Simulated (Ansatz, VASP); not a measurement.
**Two plane-wave programs on Sb3S2**

```
CELL_PARAMETERS angstrom
5.65905 0.00000 0.00000
0.00000 5.65905 0.00000
0.00000 0.00000 4.93998
ATOMIC_POSITIONS crystal
Sb 0.50000 0.00000 0.50000
Sb 0.00000 0.50000 0.50000
Sb 0.00000 0.00000 0.50000
S 0.50000 0.50000 0.25694
S 0.50000 0.50000 0.74306
```

Alike in both runs: functional PBE; k mesh 4 × 4 × 4; occupations gaussian, width 0.1 eV; no spin polarisation.

Ansatz relaxed the structure, and its values are those at the end. VASP's run is a single point on that final structure, the one shown.

|  | VASP | Ansatz |
| --- | --- | --- |
| version | VASP 6.6.1 | Ansatz 0.2.0 |
| potentials or method | VASP PAW PBE potentials, release 64 (Sb, S), cutoff 520 eV | scalar-relativistic, plane waves, PAW |
| valence electrons in the cell | 27 | 57 |

```csv
,VASP,Ansatz,Ansatz less VASP
gap on the k mesh at the Fermi level (eV),none,none,-
pressure (GPa),-0.1,0.0,+0.05
rms of the force components (eV/Å),0.018,0.008,-0.0105
```

A gap of «none» marks a metal or a gap that the smearing closes. VASP's potentials hold 27 valence electrons a cell and Ansatz's 57, so a difference there can come from the potentials and not from the codes.

Neither program's run includes spin-orbit coupling.
